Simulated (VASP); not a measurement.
# Mg2BeS3 (P-4m2) in VASP: further runs

Runs on Mg2BeS3. Level: PBE. Tasks: single point, relaxation of cell and atoms.

Program: VASP 6.6.1. These are calculated values, not measurements. Logs are shortened: lines on timing, memory, paths and dates and some standing lists are left out, and cuts for length are marked.

### Step 1. The cell of the first run

It takes space group P-4m2 (No. 115, tetragonal). The conventional cell has a = 3.416 Å, b = 3.416 Å, c = 11.996 Å, α = 90.00°, β = 90.00°, γ = 90.00°. Mg (site symmetry 2mm) has 5 S at 2.44 to 2.62 Å and 8 Mg at 3.30 to 3.42 Å within 3.5 Å. Within 3.2 Å of Be (site symmetry -4m2) lie 4 S at 2.42 Å. S (site symmetry 2mm) has 5 Mg at 2.44 to 2.62 Å within 3.2 Å. Within 3.2 Å of S (site symmetry -4m2) lie 4 Be at 2.42 Å.

The cell was built from a structure type or drawn by symmetry, and may not be a known phase.

### Step 2. Single point, PBE

The input, INCAR:

```
ALGO = Normal
EDIFF = 1E-6
ENCUT = 600
GGA = PE
GGA_COMPAT = F
ISIF = 2
ISMEAR = 0
LASPH = T
LCHARG = T
LELF = T
LREAL = F
LVHAR = T
LWAVE = F
NBANDS = 21
NELM = 120
PREC = Accurate
SIGMA = 0.01
```

The input, KPOINTS:

```
k-points
0
Gamma
  10 10 4
```

The input, POSCAR:

```
Mg2BeS3
1.0
    3.4163640188      0.0000000000      0.0000000000
    0.0000000000      3.4163640188      0.0000000000
    0.0000000000      0.0000000000     11.9961486287
Mg Be S
2 1 3
Direct
    0.5000000000      0.0000000000      0.4065188420
    0.0000000000      0.5000000000      0.5934811580
    0.0000000000      0.0000000000      0.0000000000
    0.5000000000      0.0000000000      0.6248951316
    0.0000000000      0.5000000000      0.3751048684
    0.5000000000      0.5000000000      0.0000000000
```

Potentials or basis: VASP PAW PBE potentials, release 64 (Mg, Be, S).

Command:

```bash
> cat potpaw_PBE.64/Mg/POTCAR potpaw_PBE.64/Be/POTCAR potpaw_PBE.64/S/POTCAR > POTCAR
> mpirun -np 1 vasp_std > vasp.out
```

OUTCAR:

```text
EDIFF = 1E-6
   ENCUT = 600
   GGA = PE
   ISIF = 2
   ISMEAR = 0
   LASPH = T
   LREAL = F
   NELM = 120
   PREC = Accurate

 ion  position               nearest neighbor table
   1  0.500  0.000  0.407-   5 2.44   5 2.44   5 2.44   5 2.44   4 2.62   2 3.30   2 3.30   2 3.30
                             2 3.30
   2  0.000  0.500  0.593-   4 2.44   4 2.44   4 2.44   4 2.44   5 2.62   1 3.30   1 3.30   1 3.30
                             1 3.30
   3  0.000  0.000  0.000-   6 2.42   6 2.42   6 2.42   6 2.42
   4  0.500  0.000  0.625-   2 2.44   2 2.44   2 2.44   2 2.44   1 2.62
   5  0.000  0.500  0.375-   1 2.44   1 2.44   1 2.44   1 2.44   2 2.62
   6  0.500  0.500  0.000-   3 2.42   3 2.42   3 2.42   3 2.42

  LATTYP: Found a simple tetragonal cell.
 ALAT       =     3.4163640188
 C/A-ratio  =     3.5113789288

  Lattice vectors:

 A1 = (   3.4163640188,   0.0000000000,   0.0000000000)
 A2 = (   0.0000000000,   3.4163640188,   0.0000000000)
 A3 = (   0.0000000000,   0.0000000000,  11.9961486287)

Analysis of symmetry for initial positions (statically):
=====================================================================
 Subroutine PRICEL returns:
 Original cell was already a primitive cell.

 Routine SETGRP: Setting up the symmetry group for a
 simple tetragonal supercell.

 Subroutine GETGRP returns: Found  8 space group operations
 (whereof  8 operations were pure point group operations)
 out of a pool of 16 trial point group operations.

The static configuration has the point symmetry D_2d.

Analysis of symmetry for dynamics (positions and initial velocities):
=====================================================================
 Subroutine PRICEL returns:
 Original cell was already a primitive cell.

 Routine SETGRP: Setting up the symmetry group for a
 simple tetragonal supercell.

 Subroutine GETGRP returns: Found  8 space group operations
 (whereof  8 operations were pure point group operations)
 out of a pool of 16 trial point group operations.

The dynamic configuration has the point symmetry D_2d.

 Subroutine INISYM returns: Found  8 space group operations
 (whereof  8 operations are pure point group operations),
 and found     1 'primitive' translations

----------------------------------------------------------------------------------------

                                     Primitive cell

  volume of cell :     140.0136

  direct lattice vectors                    reciprocal lattice vectors
     3.416364019  0.000000000  0.000000000     0.292708855  0.000000000  0.000000000
     0.000000000  3.416364019  0.000000000     0.000000000  0.292708855  0.000000000
     0.000000000  0.000000000 11.996148629     0.000000000  0.000000000  0.083360088

  length of vectors
     3.416364019  3.416364019 11.996148629     0.292708855  0.292708855  0.083360088

  position of ions in fractional coordinates (direct lattice)
     0.500000000  0.000000000  0.406518842
     0.000000000  0.500000000  0.593481158
     0.000000000  0.000000000  0.000000000
     0.500000000  0.000000000  0.624895132
     0.000000000  0.500000000  0.375104868
     0.500000000  0.500000000  0.000000000

  ion indices of the primitive-cell ions
   primitive index   ion index
                 1           1
                 2           2
                 3           3
                 4           4
                 5           5
                 6           6

----------------------------------------------------------------------------------------

 KPOINTS: k-points

Automatic generation of k-mesh.
 Grid dimensions read from file:
 generate k-points for:   10   10    4

 Generating k-lattice:

  Cartesian coordinates                     Fractional coordinates (reciprocal lattice)
     0.029270885  0.000000000  0.000000000     0.100000000  0.000000000  0.000000000
     0.000000000  0.029270885  0.000000000     0.000000000  0.100000000  0.000000000
     0.000000000  0.000000000  0.020840022     0.000000000  0.000000000  0.250000000

  Length of vectors
     0.029270885  0.029270885  0.020840022

  Shift w.r.t. Gamma in fractional coordinates (k-lattice)
     0.000000000  0.000000000  0.000000000

 Subroutine IBZKPT returns following result:
 ===========================================

 Found     63 irreducible k-points:

 Following reciprocal coordinates:
            Coordinates               Weight
  0.000000  0.000000  0.000000      1.000000
  0.100000  0.000000  0.000000      4.000000
  0.200000  0.000000  0.000000      4.000000
  0.300000  0.000000  0.000000      4.000000
  0.400000  0.000000  0.000000      4.000000
  0.500000  0.000000  0.000000      2.000000
[... 16 lines left out ...]
  0.100000  0.000000  0.250000      8.000000
  0.200000  0.000000  0.250000      8.000000
 [... further k-points ...]
   k-points           NKPTS =     63   k-points in BZ     NKDIM =     63   number of bands    NBANDS=     21
   number of dos      NEDOS =    301   number of ions     NIONS =      6
   total plane-waves  NPLWV =  75264
   dimension x,y,z NGX =    28 NGY =   28 NGZ =   96
   dimension x,y,z NGXF=    56 NGYF=   56 NGZF=  192
   ions per type =               2   1   3
   NGX,Y,Z   is equivalent  to a cutoff of  13.63, 13.63, 13.30 a.u.
   NGXF,Y,Z  is equivalent  to a cutoff of  27.25, 27.25, 26.61 a.u.
 SYSTEM =  unknown system
   PREC   = accura    normal or accurate (medium, high low for compatibility)
   ISTART =      0    job   : 0-new  1-cont  2-samecut
   ICHARG =      2    charge: 1-file 2-atom 10-const
   ISPIN  =      1    spin polarized calculation?
   LNONCOLLINEAR =      F non collinear calculations
   LSORBIT =      F    spin-orbit coupling
   LASPH  =      T    aspherical Exc in radial PAW
   ENCUT  =  600.0 eV  44.10 Ry    6.64 a.u.   6.82  6.82 23.96*2*pi/ulx,y,z
   NELM   =    120;   NELMIN=  2; NELMDL= -5     # of ELM steps
   EDIFF  = 0.1E-05   stopping-criterion for ELM
   LREAL  =      F    real-space projection
   EDIFFG = 0.1E-04   stopping-criterion for IOM
   NSW    =      0    number of steps for IOM
   IBRION =     -1    ionic relax: 0-MD 1-quasi-New 2-CG
   NFREE  =      0    steps in history (QN), initial steepest desc. (CG)
   ISIF   =      2    stress and relaxation
   ISYM   =      2    0-nonsym 1-usesym 2-fastsym
   POTIM  = 0.5000    time-step for ionic-motion
[... 26 lines left out ...]
 maximum number of plane-waves:      4732
 NGX is ok and might be reduce to    28
   NGX = 13   NGY = 13   NGZ = 47

 number of electron      24.0000001 magnetization

 Free energy of the ion-electron system (eV)
  ---------------------------------------------------
  ext. energy  EPLUGINS =         0.00000000
  ---------------------------------------------------
  free energy    TOTEN  =       -23.98507115 eV

  energy without entropy =      -23.98507115  energy(sigma->0) =      -23.98507115

 E-fermi :   1.4906     XC(G=0):  -7.8368

 val. band max:        1.3946195671   @ k =   0.5000   0.0000   0.0000
 cond. band min:       1.6639272436   @ k =   0.5000   0.5000   0.0000
 fundamental gap:      0.2693076765
 Fermi energy:         1.4906032042

 k-point     1 :       0.0000    0.0000    0.0000
  band No.  band energies     occupation
      1     -11.3805      2.00000
      2     -10.9351      2.00000
      3     -10.6459      2.00000
      4      -2.3815      2.00000
      5      -1.0115      2.00000
      6       0.1001      2.00000
[... 13 lines left out ...]
     20       8.0937      0.00000
     21       8.6353      0.00000

 k-point     2 :       0.1000    0.0000    0.0000
  band No.  band energies     occupation
      1     -11.3042      2.00000
      2     -10.8729      2.00000
      3     -10.5897      2.00000
      4      -2.3136      2.00000
      5      -0.9417      2.00000
      6      -0.4908      2.00000
[... 13 lines left out ...]
     20       8.3590      0.00000
     21       8.4918      0.00000

 k-point     3 :       0.2000    0.0000    0.0000
  band No.  band energies     occupation
      1     -11.0873      2.00000
      2     -10.6999      2.00000
      3     -10.4391      2.00000
      4      -2.1741      2.00000
      5      -1.6174      2.00000
      6      -1.5068      2.00000
[... 13 lines left out ...]
     20       8.5699      0.00000
     21       8.7396      0.00000

 k-point     4 :       0.3000    0.0000    0.0000
  band No.  band energies     occupation
      1     -10.7701      2.00000
      2     -10.4612      2.00000
      3     -10.2527      2.00000
      4      -2.6923      2.00000
      5      -2.5460      2.00000
      6      -2.3953      2.00000
[... 13 lines left out ...]
     20       8.3690      0.00000
     21       9.0921      0.00000

 k-point     5 :       0.4000    0.0000    0.0000
  band No.  band energies     occupation
      1     -10.4314      2.00000
      2     -10.2417      2.00000
      3     -10.1327      2.00000
      4      -3.4452      2.00000
      5      -3.2438      2.00000
      6      -3.0584      2.00000
[... 13 lines left out ...]
     20       8.2944      0.00000
     21       8.8253      0.00000

 k-point     6 :       0.5000    0.0000    0.0000
  band No.  band energies     occupation
      1     -10.1888      2.00000
      2     -10.1873      2.00000
      3     -10.1474      2.00000
      4      -3.7200      2.00000
      5      -3.4216      2.00000
      6      -3.4170      2.00000
[... 13 lines left out ...]
     20       8.2936      0.00000
     21       8.6676      0.00000

 k-point     7 :       0.1000    0.1000    0.0000
  band No.  band energies     occupation
      1     -11.2288      2.00000
      2     -10.8103      2.00000
      3     -10.5341      2.00000
      4      -2.2460      2.00000
      5      -0.8776      2.00000
      6      -0.4778      2.00000
[... 13 lines left out ...]
     20       8.6169      0.00000
     21       8.9371      0.00000
[... 291 lines left out ...]
      1      -9.5911      2.00000
      2      -9.5910      2.00000
      3      -9.3918      2.00000
      4      -2.9325      2.00000
      5      -2.7014      2.00000
      6      -2.6956      2.00000
[... 13 lines left out ...]
     20       8.9423      0.00000
     21       9.8965      0.00000

 k-point    21 :       0.5000    0.5000    0.0000
  band No.  band energies     occupation
      1      -9.5152      2.00000
      2      -9.5152      2.00000
      3      -9.2896      2.00000
      4      -2.8159      2.00000
      5      -2.8159      2.00000
      6      -2.7428      2.00000
[... 13 lines left out ...]
     20       8.4910      0.00000
     21      10.3398      0.00000

 k-point    22 :       0.0000    0.0000    0.2500
  band No.  band energies     occupation
      1     -11.3802      2.00000
      2     -10.9361      2.00000
      3     -10.6451      2.00000
      4      -2.3952      2.00000
      5      -0.9468      2.00000
      6       0.0638      2.00000
[... 13 lines left out ...]
     20       8.0899      0.00000
     21       8.7858      0.00000

 k-point    23 :       0.1000    0.0000    0.2500
  band No.  band energies     occupation
      1     -11.3039      2.00000
      2     -10.8739      2.00000
      3     -10.5889      2.00000
      4      -2.3260      2.00000
      5      -0.8743      2.00000
      6      -0.4950      2.00000
[... 13 lines left out ...]
     20       8.4652      0.00000
     21       8.7719      0.00000

 k-point    24 :       0.2000    0.0000    0.2500
  band No.  band energies     occupation
      1     -11.0870      2.00000
      2     -10.7009      2.00000
      3     -10.4384      2.00000
      4      -2.1808      2.00000
      5      -1.6220      2.00000
      6      -1.4975      2.00000
[... 13 lines left out ...]
     20       8.5700      0.00000
     21       8.7228      0.00000

 [... further k-points ...]

------------------------ aborting loop because EDIFF is reached ----------------------------------------

  FORCE on cell =-STRESS in cart. coord.  units (eV):
  Direction    XX          YY          ZZ          XY          YZ          ZX
  --------------------------------------------------------------------------------------
  -------------------------------------------------------------------------------------
  Total       -0.1072616     -0.1072616     -0.0594555      0.0000000      0.0000000      0.0000000
  in kB       -1.2273956     -1.2273956     -0.6803499      0.0000000      0.0000000      0.0000000
  external PRESSURE =      -1.0450470 kB  Pullay stress =       0.0000000 kB

 VOLUME and BASIS-vectors are now :
 -----------------------------------------------------------------------------
  energy-cutoff  :      600.00
  volume of cell :      140.01
      direct lattice vectors                 reciprocal lattice vectors
     3.416364019  0.000000000  0.000000000     0.292708855  0.000000000  0.000000000
     0.000000000  3.416364019  0.000000000     0.000000000  0.292708855  0.000000000
     0.000000000  0.000000000 11.996148629     0.000000000  0.000000000  0.083360088

 POSITION                                       TOTAL-FORCE (eV/Angst)
 -----------------------------------------------------------------------------------
      1.70818      0.00000      4.87666         0.000000      0.000000      0.021630
      0.00000      1.70818      7.11949         0.000000      0.000000     -0.021630
      0.00000      0.00000      0.00000        -0.000000      0.000000     -0.000000
      1.70818      0.00000      7.49633         0.000000      0.000000     -0.002384
      0.00000      1.70818      4.49981        -0.000000      0.000000      0.002384
      1.70818      1.70818      0.00000         0.000000     -0.000000     -0.000000
 -----------------------------------------------------------------------------------
    total drift:                               -0.000000      0.000000     -0.000000

  FREE ENERGIE OF THE ION-ELECTRON SYSTEM (eV)
  ---------------------------------------------------
  free  energy   TOTEN  =       -23.9850711541 eV

  energy  without entropy=      -23.9850711541  energy(sigma->0) =      -23.98507115
```

Run time: 4.3 min. Hardware: 1 thread of Intel Xeon Platinum 8259CL at 2.50GHz (Skylake/Cascade Lake), shared host; peak memory 0.39 GiB.

What came out:

| Property | Result |
| --- | --- |
| Free energy | -23.9851 eV |
| Pressure | -0.1 GPa |
| Largest force | 0.022 eV/Å |
| Band gap on the k mesh | 0.27 eV (least direct gap 0.50 eV) |

Forces in eV/Å, atoms in the order of the input:
```
Mg   0.000  0.000  0.022
Mg   0.000  0.000 -0.022
Be   0.000  0.000  0.000
S    0.000  0.000 -0.002
S    0.000  0.000  0.002
S    0.000  0.000  0.000
```

Levels at points of the mesh, in eV from the valence-band top:
```
           k point  band 8  band 9  band 10  band 11  band 12  band 13  band 14  band 15  band 16  band 17
(0.00, 0.00, 0.00)   -1.26   -1.02    -1.02    -0.44    -0.44     1.93     3.80     4.61     4.83     5.38
(0.50, 0.00, 0.00)   -1.69   -0.95    -0.33    -0.33     0.00     2.56     4.37     4.48     4.64     4.79
(0.50, 0.50, 0.00)   -3.18   -3.17    -1.28    -1.28    -0.23     0.27     3.18     3.18     4.51     4.83
(0.00, 0.00, 0.50)   -1.29   -1.02    -1.02    -0.44    -0.44     2.00     3.90     4.60     4.83     5.45
(0.50, 0.00, 0.50)   -1.70   -0.92    -0.33    -0.33     0.00     2.64     4.37     4.39     4.52     4.64
(0.50, 0.50, 0.50)   -3.18   -3.17    -1.28    -1.28    -0.23     0.27     3.17     3.17     4.35     4.85
```

A k mesh can miss the band edges.

### Step 3. Relaxation of cell and atoms, PBE

This run uses another cell than the first one, of 22.34 Å³/atom.

The input, INCAR:

```
SYSTEM = Mg2BeS3
PREC     = Accurate       ! precision mode
ENCUT    = 600            ! plane-wave cutoff, eV
EDIFF    = 1E-7           ! SCF threshold, eV
ISMEAR   = 0              ! smearing method
SIGMA    = 0.01           ! smearing width, eV
LREAL    = .FALSE.        ! projectors in reciprocal space
LASPH    = .TRUE.         ! aspherical terms in the spheres
NELM     = 120            ! most SCF steps
ALGO     = Normal         ! electronic algorithm
ISIF     = 3              ! what is computed and relaxed
LWAVE    = .FALSE.        ! write WAVECAR
LCHARG   = .FALSE.        ! write CHGCAR
GGA      = PE             ! functional
IBRION   = 2              ! ionic algorithm
NSW      = 100            ! ionic steps
EDIFFG   = -0.01          ! ionic threshold
GGA_COMPAT= .FALSE.      
NELMIN   = 4
```

The input, KPOINTS:

```
regular mesh
0
G
  10 10 4
  0 0 0
```

The input, POSCAR:

```
Mg2BeS3
1.0
    3.4174694562      0.0000000000      0.0000000000
    0.0000000000      3.4174694562      0.0000000000
    0.0000000000      0.0000000000     11.4755673961
Mg Be S
2 1 3
Direct
    0.5000000000      0.0000000000      0.4024798904
    0.0000000000      0.5000000000      0.5975201096
    0.0000000000      0.0000000000      0.0000000000
    0.5000000000      0.0000000000      0.6304426247
    0.0000000000      0.5000000000      0.3695573753
    0.5000000000      0.5000000000      0.0000000000
```

Potentials or basis: VASP PAW PBE potentials, release 64 (Mg, Be, S).

Command:

```bash
> cat potpaw_PBE.64/Mg/POTCAR potpaw_PBE.64/Be/POTCAR potpaw_PBE.64/S/POTCAR > POTCAR
> mpirun -np 1 vasp_std > vasp.out
```

It took 35 min on 1 thread of Intel Xeon Platinum 8259CL at 2.50GHz (Skylake/Cascade Lake), shared host; peak memory 0.39 GiB.

The run converged. Its results:

* Free energy: -23.9848 eV
* Relaxed volume: 23.00 Å³/atom
* Relaxed cell: a = 3.414 Å, b = 3.414 Å, c = 11.843 Å, α = 90.00°, β = 90.00°, γ = 90.00°
* Space group after relaxing (to 0.1 Å): P-4m2 (No. 115)
* Energy gained by relaxing: 0.2 meV/atom
* Ionic steps: 21
* Pressure after relaxing: 0.0 GPa
* Largest force after relaxing: 0.008 eV/Å
* Band gap on the k mesh: 0.27 eV (least direct gap 0.50 eV)

Forces on the atoms (eV/Å):
```
Mg   0.000  0.000  0.006
Mg   0.000  0.000 -0.006
Be   0.000  0.000  0.000
S    0.000  0.000 -0.008
S    0.000  0.000  0.008
S    0.000  0.000  0.000
```

Step by step:
| step | energy change (eV) | largest force (eV/Å) | pressure (GPa) | volume (Å³) |
| --- | --- | --- | --- | --- |
| 1 | 0.0000 | 0.0101 | -0.10 | 134.02 |
| 2 | -0.0001 | 0.0110 | 0.07 | 133.76 |
| 3 | -0.0001 | 0.0108 | 0.03 | 133.81 |
| 4 | -0.0002 | 0.0109 | 0.03 | 133.87 |
| 5 | -0.0002 | 0.0126 | 0.02 | 134.02 |
| 6 | -0.0003 | 0.0324 | -0.01 | 134.34 |
| 7 | -0.0003 | 0.0230 | 0.00 | 134.19 |
| 8 | -0.0003 | 0.0231 | 0.00 | 134.24 |
| 9 | -0.0004 | 0.0226 | -0.01 | 134.38 |
| 10 | -0.0005 | 0.0214 | -0.02 | 134.65 |
| 11 | -0.0006 | 0.0215 | -0.05 | 135.19 |
| 12 | -0.0006 | 0.0223 | -0.04 | 135.23 |
| 13 | -0.0007 | 0.0252 | 0.01 | 135.35 |
| 14 | -0.0007 | 0.0309 | 0.11 | 135.58 |
| 15 | -0.0007 | 0.0287 | 0.07 | 135.49 |
| 16 | -0.0008 | 0.0264 | 0.07 | 135.64 |
| 17 | -0.0010 | 0.0194 | 0.05 | 136.06 |
| 18 | -0.0013 | 0.0162 | 0.01 | 136.92 |
| 19 | -0.0013 | 0.0265 | -0.06 | 138.63 |
| 20 | -0.0014 | 0.0208 | -0.03 | 137.74 |
| 21 | -0.0015 | 0.0076 | 0.00 | 138.00 |

Final structure:
```xyz
6
Lattice="3.4136 0.0000 0.0000 0.0000 3.4136 0.0000 0.0000 0.0000 11.8428" Properties=species:S:1:pos:R:3 pbc="T T T"
Mg    1.7068    3.4136    4.8044
Mg    0.0000    1.7068    7.0385
Be    0.0000    0.0000    0.0000
S     1.7068    0.0000    7.4216
S     3.4136    1.7068    4.4212
S     1.7068    1.7068    0.0000
```

Levels at points of the mesh, in eV from the valence-band top:
| k point | band 9 | band 10 | band 11 | band 12 | band 13 | band 14 | band 15 | band 16 |
| --- | --- | --- | --- | --- | --- | --- | --- | --- |
| (0.00, 0.00, 0.00) | -1.03 | -1.03 | -0.46 | -0.46 | 1.94 | 3.81 | 4.61 | 4.81 |
| (0.50, 0.00, 0.00) | -0.96 | -0.35 | -0.34 | 0.00 | 2.54 | 4.37 | 4.49 | 4.64 |
| (0.50, 0.50, 0.00) | -3.19 | -1.30 | -1.30 | -0.24 | 0.27 | 3.17 | 3.17 | 4.51 |
| (0.00, 0.00, 0.50) | -1.03 | -1.03 | -0.46 | -0.46 | 2.02 | 3.91 | 4.60 | 4.81 |
| (0.50, 0.00, 0.50) | -0.92 | -0.35 | -0.34 | 0.00 | 2.63 | 4.37 | 4.38 | 4.49 |
| (0.50, 0.50, 0.50) | -3.19 | -1.30 | -1.30 | -0.24 | 0.27 | 3.15 | 3.15 | 4.32 |

A k mesh can miss the band edges.
